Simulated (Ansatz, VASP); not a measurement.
Two plane-wave programs on Nb

```
Nb
1.0
     2.88713    0.00000    0.00000
    -1.44357    2.50033    0.00000
     0.00000    0.00000    5.27111
Nb
2
Cartesian
  0.0000 1.6669 1.3178
  1.4436 0.8334 3.9533
```

Alike in both runs: functional RPBE; k mesh 12 × 12 × 7; occupations fermi-dirac, width 0.1 eV; no spin polarisation.

Ansatz relaxed the structure, and its values are those at the end. VASP's run is a single point on that final structure, the one shown.

```csv
,VASP,Ansatz
version,VASP 6.6.1,Ansatz 0.2.0
potentials or method,"VASP PAW PBE potentials, release 64 (Nb_sv), cutoff 520 eV","plane waves (420 eV) with PAW, scalar-relativistic"
valence electrons in the cell,26,26
```

```tsv
	VASP	Ansatz	Ansatz less VASP
pressure (GPa)	-0.3	0.0	+0.32
```

VASP's potentials were made for PBE, not for RPBE.
